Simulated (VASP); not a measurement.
# Ir (I4/mmm) in VASP: single point with r2SCAN

Aim: the single point of Ir with r2SCAN.

All numbers are computed with VASP 6.6.1; they aren't measurements. Logs are shortened: lines on timing, memory, paths and dates and some standing lists are left out, and cuts for length are marked.

**1. The cell of the first run**

Symmetry: I4/mmm, No. 139, tetragonal system. The conventional cell has a = 2.715 Å, b = 2.715 Å, c = 3.935 Å, α = 90.00°, β = 90.00°, γ = 90.00°. Ir (site symmetry 4/mmm) has 12 Ir at 2.71 to 2.75 Å within 3.6 Å.

**2. Single point, r2SCAN (strain +0.000 along x and y, +0.025 along z)**

File POSCAR:

```
Ir
1.0
    0.0000000000      1.9197000000      1.9676925000
    1.9197000000      0.0000000000      1.9676925000
    1.9197000000      1.9197000000      0.0000000000
Ir
1
Direct
    0.0000000000      0.0000000000      0.0000000000
```

File INCAR.step1:

```
PREC     = Accurate       # precision mode
ENCUT    = 520            # plane-wave cutoff, eV
ISMEAR   = 0              # smearing method
SIGMA    = 0.15           # smearing width, eV
LREAL    = False          # projectors in reciprocal space
LASPH    = True           # aspherical terms in the spheres
NELM     = 60             # most SCF steps
NBANDS   = 10             # bands
GGA      = PE             # functional
ALGO     = Normal         # electronic algorithm
EDIFF    = 1E-4           # SCF threshold, eV
LWAVE    = True           # write WAVECAR
LCHARG   = False          # write CHGCAR
```

File INCAR.step2:

```
PREC     = Accurate       # precision mode
ENCUT    = 520            # plane-wave cutoff, eV
EDIFF    = 1E-6           # SCF threshold, eV
ISMEAR   = 0              # smearing method
SIGMA    = 0.15           # smearing width, eV
LREAL    = False          # projectors in reciprocal space
LASPH    = True           # aspherical terms in the spheres
NELM     = 60             # most SCF steps
ALGO     = Normal         # electronic algorithm
ISIF     = 2              # what is computed and relaxed
LWAVE    = False          # write WAVECAR
LCHARG   = False          # write CHGCAR
METAGGA  = R2SCAN         # meta-GGA
LMIXTAU  = True         
NBANDS   = 10             # bands
ISTART   = 1
```

File KPOINTS:

```
regular mesh
0
Gamma
  22 22 22
```

Potentials or basis: VASP PAW PBE potentials, release 64 (Ir).

Launch:

```console
$ cat potpaw_PBE.64/Ir/POTCAR > POTCAR
$ cp INCAR.step1 INCAR
$ mpirun -np 1 vasp_std > vasp.out
$ cp INCAR.step2 INCAR
$ mpirun -np 1 vasp_std > vasp.out
```

OUTCAR:

```text
PREC = Accurate
   ENCUT = 520
   EDIFF = 1E-6
   ISMEAR = 0
   LREAL = False
   LASPH = True
   NELM = 60
   ISIF = 2
   METAGGA = R2SCAN
   ISTART = 1

 ion  position               nearest neighbor table
   1  0.000  0.000  0.000-

  LATTYP: Found a body centered tetragonal cell.
 ALAT       =     2.7148657757
 C/A-ratio  =     1.4495689014

  Lattice vectors:

 A1 = (  -1.9197000000,   0.0000000000,   1.9676925000)
 A2 = (   1.9197000000,   0.0000000000,   1.9676925000)
 A3 = (   0.0000000000,   1.9197000000,  -1.9676925000)

Analysis of symmetry for initial positions (statically):
=====================================================================
 Subroutine PRICEL returns:
 Original cell was already a primitive cell.

 Routine SETGRP: Setting up the symmetry group for a
 body centered tetragonal supercell.

 Subroutine GETGRP returns: Found 16 space group operations
 (whereof 16 operations were pure point group operations)
 out of a pool of 16 trial point group operations.

The static configuration has the point symmetry D_4h.

Analysis of symmetry for dynamics (positions and initial velocities):
=====================================================================
 Subroutine PRICEL returns:
 Original cell was already a primitive cell.

 Routine SETGRP: Setting up the symmetry group for a
 body centered tetragonal supercell.

 Subroutine GETGRP returns: Found 16 space group operations
 (whereof 16 operations were pure point group operations)
 out of a pool of 16 trial point group operations.

The dynamic configuration has the point symmetry D_4h.

 Subroutine INISYM returns: Found 16 space group operations
 (whereof 16 operations are pure point group operations),
 and found     1 'primitive' translations

----------------------------------------------------------------------------------------

                                     Primitive cell

  volume of cell :      14.5029

  direct lattice vectors                    reciprocal lattice vectors
     0.000000000  1.919700000  1.967692500    -0.260457363  0.260457363  0.254104745
     1.919700000  0.000000000  1.967692500     0.260457363 -0.260457363  0.254104745
     1.919700000  1.919700000  0.000000000     0.260457363  0.260457363 -0.254104745

  length of vectors
     2.749011070  2.749011070  2.714865776     0.447487762  0.447487762  0.447487762

  position of ions in fractional coordinates (direct lattice)
     0.000000000  0.000000000  0.000000000

  ion indices of the primitive-cell ions
   primitive index   ion index
                 1           1

----------------------------------------------------------------------------------------

 KPOINTS: regular mesh

Automatic generation of k-mesh.
 Grid dimensions read from file:
 generate k-points for:   22   22   22

 Generating k-lattice:

  Cartesian coordinates                     Fractional coordinates (reciprocal lattice)
    -0.011838971  0.011838971  0.011550216     0.045454545 -0.000000000  0.000000000
     0.011838971 -0.011838971  0.011550216    -0.000000000  0.045454545  0.000000000
     0.011838971  0.011838971 -0.011550216     0.000000000  0.000000000  0.045454545

  Length of vectors
     0.020340353  0.020340353  0.020340353

  Shift w.r.t. Gamma in fractional coordinates (k-lattice)
     0.000000000  0.000000000  0.000000000

 Subroutine IBZKPT returns following result:
 ===========================================

 Found    834 irreducible k-points:

 Following reciprocal coordinates:
            Coordinates               Weight
  0.000000  0.000000  0.000000      1.000000
  0.045455  0.000000  0.000000      8.000000
  0.090909  0.000000  0.000000      8.000000
  0.136364  0.000000  0.000000      8.000000
  0.181818  0.000000  0.000000      8.000000
  0.227273 -0.000000  0.000000      8.000000
[... 16 lines left out ...]
  0.500000  0.045455  0.000000      8.000000
 -0.454545  0.045455  0.000000      8.000000
 [... further k-points ...]
   k-points           NKPTS =    834   k-points in BZ     NKDIM =    834   number of bands    NBANDS=     10
   number of dos      NEDOS =    301   number of ions     NIONS =      1
   total plane-waves  NPLWV =   8000
   dimension x,y,z NGX =    20 NGY =   20 NGZ =   20
   dimension x,y,z NGXF=    40 NGYF=   40 NGZF=   40
   ions per type =               1
   NGX,Y,Z   is equivalent  to a cutoff of  12.09, 12.09, 12.25 a.u.
   NGXF,Y,Z  is equivalent  to a cutoff of  24.19, 24.19, 24.49 a.u.
 SYSTEM =  unknown system
   PREC   = accura    normal or accurate (medium, high low for compatibility)
   ISTART =      1    job   : 0-new  1-cont  2-samecut
   ICHARG =      0    charge: 1-file 2-atom 10-const
   ISPIN  =      1    spin polarized calculation?
   LNONCOLLINEAR =      F non collinear calculations
   LSORBIT =      F    spin-orbit coupling
   LASPH  =      T    aspherical Exc in radial PAW
   ENCUT  =  520.0 eV  38.22 Ry    6.18 a.u.   5.11  5.11  5.05*2*pi/ulx,y,z
   NELM   =     60;   NELMIN=  2; NELMDL=  0     # of ELM steps
   EDIFF  = 0.1E-05   stopping-criterion for ELM
   LREAL  =      F    real-space projection
   EDIFFG = 0.1E-04   stopping-criterion for IOM
   NSW    =      0    number of steps for IOM
   IBRION =     -1    ionic relax: 0-MD 1-quasi-New 2-CG
   NFREE  =      0    steps in history (QN), initial steepest desc. (CG)
   ISIF   =      2    stress and relaxation
   ISYM   =      2    0-nonsym 1-usesym 2-fastsym
   POTIM  = 0.5000    time-step for ionic-motion
   TEBEG  =    0.0;   TEEND  =   0.0 temperature during run
   PSTRESS=    0.0 pullay stress
   NELECT =       9.0000    total number of electrons
   NUPDOWN=      -1.0000    fix difference up-down
   EMIN   =  10.00;   EMAX   =-10.00  energy-range for DOS
   EFERMI =   0.00;   METHOD = LEGACY
   ISMEAR =     0;   SIGMA  =   0.15  broadening in eV -4-tet -1-fermi 0-gaus
   EFERMI_NEDOS =   21; number of points for ismear=-14 and -15
   IALGO  =     38    algorithm
   IMIX   =      4    mixing-type and parameters
     AMIX     =   0.40;   BMIX     =  1.00
     AMIX_MAG =   1.60;   BMIX_MAG =  1.00
  volume/ion in A,a.u.               =      14.50        97.87
  Fermi-wavevector in a.u.,A,eV,Ry     =   1.396382  2.638780 26.529778  1.949884
  Thomas-Fermi vector in A             =   2.519742
   LORBIT       =      0    0 simple, 1 ext, 2 COOP (PROOUT), +10 PAW based schemes
   METAGGA = R2SCAN    functional components
   LHFCALC =     F    Hartree Fock is set to
   AEXX    =    0.0000 exact exchange contribution
   IVDW    =     0    specifies the selected vdW correction
   LEPSILON=     F    determine dielectric tensor
   LRPA    =     F    only Hartree local field effects (RPA)
 non-spin polarized calculation
 Gauss-broadening in eV      SIGMA  =   0.15
  energy-cutoff  :      520.00
  volume of cell :       14.50
 maximum number of plane-waves:       401
   NGX = 11   NGY = 11   NGZ = 11

 number of electron       8.9999999 magnetization

 Free energy of the ion-electron system (eV)
  ---------------------------------------------------
  ext. energy  EPLUGINS =         0.00000000
  ---------------------------------------------------
  free energy    TOTEN  =       -52.35866294 eV

  energy without entropy =      -52.34639489  energy(sigma->0) =      -52.35252892

 E-fermi :   9.7244     XC(G=0): -15.1559

 val. band max:        9.7239679409   @ k =  -0.0455   0.3636   0.3182
 cond. band min:       9.7268533495   @ k =   0.3182   0.0909   0.2273
 fundamental gap:      0.0028854086
 Fermi energy:         9.7243901533

 k-point     1 :       0.0000    0.0000    0.0000
  band No.  band energies     occupation
      1      -1.5050      2.00000
      2       5.6833      2.00000
      3       6.0157      2.00000
      4       6.0157      2.00000
      5       8.2836      2.00000
      6       8.7144      2.00000
      7      24.9134      0.00000
      8      30.1086      0.00000
      9      30.8728      0.00000
     10      30.8728      0.00000

 k-point     2 :       0.0455    0.0000    0.0000
  band No.  band energies     occupation
      1      -1.4110      2.00000
      2       5.6921      2.00000
      3       5.9969      2.00000
      4       6.0565      2.00000
      5       8.2617      2.00000
      6       8.6845      2.00000
      7      25.0727      0.00000
      8      29.9305      0.00000
      9      30.6805      0.00000
     10      31.0240      0.00000

 k-point     3 :       0.0909    0.0000    0.0000
  band No.  band energies     occupation
      1      -1.1350      2.00000
      2       5.6520      2.00000
      3       6.0103      2.00000
      4       6.1699      2.00000
      5       8.2114      2.00000
      6       8.6084      2.00000
      7      25.5236      0.00000
      8      28.9442      0.00000
      9      30.9635      0.00000
     10      31.4674      0.00000

 k-point     4 :       0.1364    0.0000    0.0000
  band No.  band energies     occupation
      1      -0.6975      2.00000
      2       5.5119      2.00000
      3       6.1098      2.00000
      4       6.3242      2.00000
      5       8.1807      2.00000
      6       8.5281      2.00000
      7      26.1752      0.00000
      8      27.6597      0.00000
      9      31.6337      0.00000
     10      32.1715      0.00000

 k-point     5 :       0.1818    0.0000    0.0000
  band No.  band energies     occupation
      1      -0.1394      2.00000
      2       5.3653      2.00000
      3       6.2008      2.00000
      4       6.4597      2.00000
      5       8.2472      2.00000
      6       8.5158      2.00000
      7      26.2880      0.00000
      8      26.8885      0.00000
      9      32.5347      0.00000
     10      33.0800      0.00000

 k-point     6 :       0.2273   -0.0000    0.0000
  band No.  band energies     occupation
      1       0.4665      2.00000
      2       5.3247      2.00000
      3       6.2024      2.00000
      4       6.5058      2.00000
      5       8.4787      2.00000
      6       8.6502      2.00000
      7      24.9477      0.00000
      8      27.2414      0.00000
      9      33.5571      0.00000
     10      34.0701      0.00000
[... 183 lines left out ...]
 k-point    21 :       0.4091    0.0455    0.0000
  band No.  band energies     occupation
      1       1.6728      2.00000
      2       5.6448      2.00000
      3       6.1612      2.00000
      4       7.3019      2.00000
      5      10.2171      0.00000
      6      10.2620      0.00000
      7      19.3634      0.00000
      8      25.2560      0.00000
      9      31.1514      0.00000
     10      31.5759      0.00000

 k-point    22 :       0.4545    0.0455    0.0000
  band No.  band energies     occupation
      1       1.6860      2.00000
      2       5.5535      2.00000
      3       6.0544      2.00000
      4       8.1620      2.00000
      5      10.4980      0.00000
      6      10.7640      0.00000
      7      17.9792      0.00000
      8      24.8471      0.00000
      9      30.6088      0.00000
     10      30.6185      0.00000

 k-point    23 :       0.5000    0.0455    0.0000
  band No.  band energies     occupation
      1       1.6821      2.00000
      2       5.5190      2.00000
      3       5.9955      2.00000
      4       8.6595      2.00000
      5      10.5621      0.00000
      6      11.1490      0.00000
      7      17.1830      0.00000
      8      24.6616      0.00000
      9      30.0140      0.00000
     10      30.4797      0.00000

 k-point    24 :      -0.4545    0.0455    0.0000
  band No.  band energies     occupation
      1       1.6845      2.00000
      2       5.5431      2.00000
      3       5.9926      2.00000
      4       8.5608      2.00000
      5      10.4344      0.00000
      6      11.1970      0.00000
      7      17.3353      0.00000
      8      24.6977      0.00000
      9      29.8604      0.00000
     10      30.7761      0.00000

 [... further k-points ...]

------------------------ aborting loop because EDIFF is reached ----------------------------------------

  FORCE on cell =-STRESS in cart. coord.  units (eV):
  Direction    XX          YY          ZZ          XY          YZ          ZX
  --------------------------------------------------------------------------------------
  -------------------------------------------------------------------------------------
  Total       -0.1826630     -0.1826630     -0.9849656      0.0000000     -0.0000000      0.0000000
  in kB      -20.1793501    -20.1793501   -108.8122300      0.0000000     -0.0000000      0.0000000
  external PRESSURE =     -49.7236434 kB  Pullay stress =       0.0000000 kB

 VOLUME and BASIS-vectors are now :
 -----------------------------------------------------------------------------
  energy-cutoff  :      520.00
  volume of cell :       14.50
      direct lattice vectors                 reciprocal lattice vectors
     0.000000000  1.919700000  1.967692500    -0.260457363  0.260457363  0.254104745
     1.919700000  0.000000000  1.967692500     0.260457363 -0.260457363  0.254104745
     1.919700000  1.919700000  0.000000000     0.260457363  0.260457363 -0.254104745

 POSITION                                       TOTAL-FORCE (eV/Angst)
 -----------------------------------------------------------------------------------
      0.00000      0.00000      0.00000         0.000000      0.000000      0.000000
 -----------------------------------------------------------------------------------
    total drift:                                0.000000      0.000000      0.000000

  FREE ENERGIE OF THE ION-ELECTRON SYSTEM (eV)
  ---------------------------------------------------
  free  energy   TOTEN  =       -52.3586629441 eV

  energy  without entropy=      -52.3463948912  energy(sigma->0) =      -52.35252892
```

It took 2.2 min on 1 thread of Intel Xeon 6975P-C (Granite Rapids), shared host; peak memory 0.24 GiB.

What came out:

```
Free energy : -52.3587 eV
Pressure    : -5.0 GPa
```

Caveat: the cell differs from its parent crystal (strain +0.000 along x and y, +0.025 along z); the PAW data sets were made with another functional, which shifts forces and pressure a little; spin-orbit coupling is left out, which moves the levels of the heavy elements.
